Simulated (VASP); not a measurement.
Here is a VASP 6.6.1 calculation.

The input INCAR:

```
SYSTEM = CuAu3
PREC = Accurate
ENCUT = 600
EDIFF = 1E-6
ISMEAR = 0
SIGMA = 0.1
LREAL = .False.
LASPH = .True.
NELM = 80
ALGO = Fast
ISIF = 3
LWAVE = .False.
LCHARG = .False.
GGA = PS
IBRION = 2
NSW = 100
EDIFFG = -0.005
```

KPOINTS

```
regular mesh
0
Gamma
  10 10 10
  0 0 0
```

File POSCAR:

```
CuAu3
1.0
    3.9800000000      0.0000000000      0.0000000000
    0.0000000000      3.9800000000      0.0000000000
    0.0000000000      0.0000000000      3.9800000000
Cu Au
1 3
Direct
    0.0000000000      0.0000000000      0.0000000000
    0.0000000000      0.5000000000      0.5000000000
    0.5000000000      0.0000000000      0.5000000000
    0.5000000000      0.5000000000      0.0000000000
```

Potentials or basis: VASP PAW PBE potentials, release 64 (Cu, Au).

The run is started by

```bash
$ cat potpaw_PBE.64/Cu/POTCAR potpaw_PBE.64/Au/POTCAR > POTCAR
$ mpirun -np 1 vasp_std > vasp.out
```

Q: Predict the space group after relaxing (to 0.05 Å).

A: Pm-3m (No. 221).

Q: Estimate the relaxed cell.

A: a = 3.974 Å, b = 3.974 Å, c = 3.974 Å, α = 90.00°, β = 90.00°, γ = 90.00°.

Q: What does it give for the relaxed volume?

A: 15.69 Å³/atom.

The path:
| step | energy change (eV) | largest force (eV/Å) | pressure (GPa) | volume (Å³) |
| --- | --- | --- | --- | --- |
| 1 | 0.0000 | 0.0000 | -0.67 | 63.04 |
| 2 | 0.0001 | 0.0000 | 0.79 | 62.44 |
| 3 | -0.0008 | 0.0000 | 0.11 | 62.74 |
| 4 | -0.0007 | 0.0000 | -0.15 | 62.79 |
| 5 | -0.0007 | 0.0000 | 0.02 | 62.76 |

Caveat: the PAW data sets were made with another functional, which shifts forces and pressure a little.
